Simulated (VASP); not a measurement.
Crystal: SnO2.

```
Sn O
1.0
     0.00000    4.52347    4.52347
     4.52347    0.00000    4.52347
     4.52347    4.52347    0.00000
Sn O
4 8
Cartesian
  3.3926 3.3926 1.1309
  1.1309 3.3926 3.3926
  3.3926 1.1309 3.3926
  1.1309 1.1309 1.1309
  8.0586 8.0586 8.0586
  5.5118 8.0586 5.5118
  5.5118 5.5118 8.0586
  8.0586 5.5118 5.5118
  3.2501 5.7969 5.7969
  5.7969 5.7969 3.2501
  5.7969 3.2501 5.7969
  3.2501 3.2501 3.2501
```

```yaml
Program: VASP 6.6.1
Task: relaxation of cell and atoms
Functional: LDA
Potentials_or_basis: VASP PAW LDA potentials, release 64 (Sn_d, O)
Cutoff: 600 eV
k_mesh: 4 × 4 × 4
Occupations: gaussian, width 0.1 eV
Spin: no spin polarisation
```

At the start: pressure -7.8 GPa; volume 15.43 Å³/atom.

**Question.** Where does the relaxation end?

**Answer.** Over 6 steps the energy falls by 21.9 meV/atom and the volume is 14.49 Å³/atom (-6.0 %); space group Fd-3m (No. 227, to 0.1 Å) before and after.

Step by step:
```csv
step,energy change (eV),largest force (eV/Å),pressure (GPa),volume (Å³)
1,0.0000,0.6069,-7.77,185.12
2,0.2172,1.3066,12.59,165.78
3,-0.2549,0.1212,-0.40,176.48
4,-0.2550,0.1375,-0.24,176.31
5,-0.2608,0.0858,-0.14,175.63
6,-0.2634,0.0429,0.11,173.92
```

Final structure:
```xyz
12
Lattice="0.0000 4.4304 4.4304 4.4304 0.0000 4.4304 4.4304 4.4304 0.0000" Properties=species:S:1:pos:R:3 pbc="T T T"
Sn    3.3228    3.3228    1.1076
Sn    1.1076    3.3228    3.3228
Sn    3.3228    1.1076    3.3228
Sn    1.1076    1.1076    1.1076
O     7.8884    7.8884    7.8884
O     5.4028    7.8884    5.4028
O     5.4028    5.4028    7.8884
O     7.8884    5.4028    5.4028
O     3.1876    5.6732    5.6732
O     5.6732    5.6732    3.1876
O     5.6732    3.1876    5.6732
O     3.1876    3.1876    3.1876
```

Caveat: the relaxation stopped at a loose force limit of 0.05 eV/Å, so its end isn't a converged minimum.
